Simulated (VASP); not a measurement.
A run of VASP 6.6.1 is set up as follows.

File INCAR:

```
  PREC = Accurate
  ENCUT = 520
  EDIFF = 1E-7
  ISMEAR = 0
  SIGMA = 0.1
  LREAL = False
  LASPH = True
  NELM = 60
  ALGO = Normal
  ISIF = 2
  LWAVE = False
  LCHARG = False
  GGA = PE
  NBANDS = 27
```

File KPOINTS:

```
Automatic mesh
0
Gamma
  12 12 6
```

POSCAR

```
Hf3C2
1.0
    3.2448431474      0.0000000000      0.0000000000
   -1.6224215737      2.8101165970      0.0000000000
    0.0000000000      0.0000000000      7.7338277358
Hf C
3 2
Direct
    0.0000000000      0.0000000000      0.0000000000
    0.3333333333      0.6666666667      0.6724992726
    0.6666666667      0.3333333333      0.3275007274
    0.3333333333      0.6666666667      0.1752178915
    0.6666666667      0.3333333333      0.8247821085
```

Potentials or basis: VASP PAW PBE potentials, release 64 (Hf_pv, C).

Launch:

```sh
$ cat potpaw_PBE.64/Hf_pv/POTCAR potpaw_PBE.64/C/POTCAR > POTCAR
$ mpirun -np 1 vasp_std > vasp.out
```

**Question.** Estimate the largest force.

**Answer.** 0.061 eV/Å.

**Question.** What does it give for the band gap on the k mesh?

**Answer.** Zero (band 19 reaches 7.09 eV, above the bottom of band 20 at 5.82 eV).

**Question.** Predict the pressure.

**Answer.** 10.7 GPa.

Forces in eV/Å, atoms in the order of the input:
```
Hf   0.000  0.000  0.000
Hf   0.000  0.000  0.061
Hf   0.000  0.000 -0.061
C    0.000  0.000  0.006
C    0.000  0.000 -0.006
```

Caveat: spin-orbit coupling is left out, which moves the levels of the heavy elements.
